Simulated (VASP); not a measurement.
Wanted: the native input for a VASP 6.6.1 run.

```yaml
Task: single point
Functional: LDA
Potentials_or_basis: VASP PAW LDA potentials, release 64 (Ta_pv)
Cutoff: 520 eV
k_mesh: 6 × 6 × 3
Occupations: fermi-dirac, width 0.05 eV
Spin: no spin polarisation
Dipole_correction: no
Further_INCAR_settings: ALGO = Normal; EDIFF = 1e-06; NBANDS = 18
```

The structure of Ta lies in POSCAR:

```
Ta
1.0
    2.9003720726      0.0000000000      0.0000000000
   -1.4501860363      2.5117958953      0.0000000000
    0.0000000000      0.0000000000      5.1662740000
Ta
2
Direct
    0.3333333333      0.6666666667      0.2500000000
    0.6666666667      0.3333333333      0.7500000000
```

One way to write it, as run:

INCAR

```
SYSTEM = Ta
PREC     = Accurate       ! precision mode
ENCUT    = 520            ! plane-wave cutoff, eV
EDIFF    = 1E-6           ! SCF threshold, eV
ISMEAR   = -1             ! smearing method
SIGMA    = 0.05           ! smearing width, eV
LREAL    = .FALSE.        ! projectors in reciprocal space
LASPH    = .TRUE.         ! aspherical terms in the spheres
NELM     = 60             ! most SCF steps
ALGO     = Normal         ! electronic algorithm
ISIF     = 2              ! what is computed and relaxed
LWAVE    = .FALSE.        ! write WAVECAR
LCHARG   = .FALSE.        ! write CHGCAR
NBANDS   = 18             ! bands
```

KPOINTS

```
regular mesh
0
G
  6 6 3
  0 0 0
```

Potentials or basis: VASP PAW LDA potentials, release 64 (Ta_pv).

Command:

```bash
$ cat potpaw_LDA.64/Ta_pv/POTCAR > POTCAR
$ mpirun -np 1 vasp_std > vasp.out
```

It gave:

```
Pressure               : -11.9 GPa
Band gap on the k mesh : zero (band 11 reaches 6.21 eV, above the bottom of band 12 at 4.89 eV)
```

Caveat: the k points lie up to 0.42 Å⁻¹ apart; spin-orbit coupling is left out, which moves the levels of the heavy elements.

Wall time 3.8 s on 1 thread of Intel(R) Xeon(R) Platinum 8559C (Emerald Rapids), on a shared host, peak memory 0.14 GiB.
